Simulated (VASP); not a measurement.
Set up this calculation in VASP 6.6.1, as the native input.

```
Task                   : single point
Functional             : PBE
Potentials or basis    : VASP PAW PBE potentials, release 64 (Cu)
Cutoff                 : 520 eV
k mesh                 : 17 × 17 × 16
Occupations            : fermi-dirac, width 0.05 eV
Spin                   : no spin polarisation
Dipole correction      : no
Further INCAR settings : ALGO = Normal; EDIFF = 1e-06; NBANDS = 12
```

The structure of Cu lies in POSCAR:

```
Cu
1.0
    2.4253202321      0.0000000000      0.0000000000
   -1.2126601161      2.1003889333      0.0000000000
    0.0000000000      0.0000000000      2.3497805056
Cu
1
Direct
    0.0000000000      0.0000000000      0.0000000000
```

This cell differs from its parent crystal: volume scaled by 0.92.

One way to write it, as run:

INCAR

```
ALGO = Normal
EDIFF = 1E-6
ENCUT = 520
GGA = PE
ISIF = 2
ISMEAR = -1
LASPH = T
LCHARG = F
LREAL = F
LWAVE = F
NBANDS = 12
NELM = 100
PREC = Accurate
SIGMA = 0.05
```

KPOINTS

```
k-points
0
Gamma
  17 17 16
```

Potentials or basis: VASP PAW PBE potentials, release 64 (Cu).

Command:

```bash
$ cat potpaw_PBE.64/Cu/POTCAR > POTCAR
$ mpirun -np 1 vasp_std > vasp.out
```

Results of the run:

```
Pressure : 12.4 GPa
```

It took 36 s on 1 thread of Intel(R) Xeon(R) Platinum 8375C CPU @ 2.90GHz (Ice Lake), with other jobs on the host, peak memory 0.15 GiB.
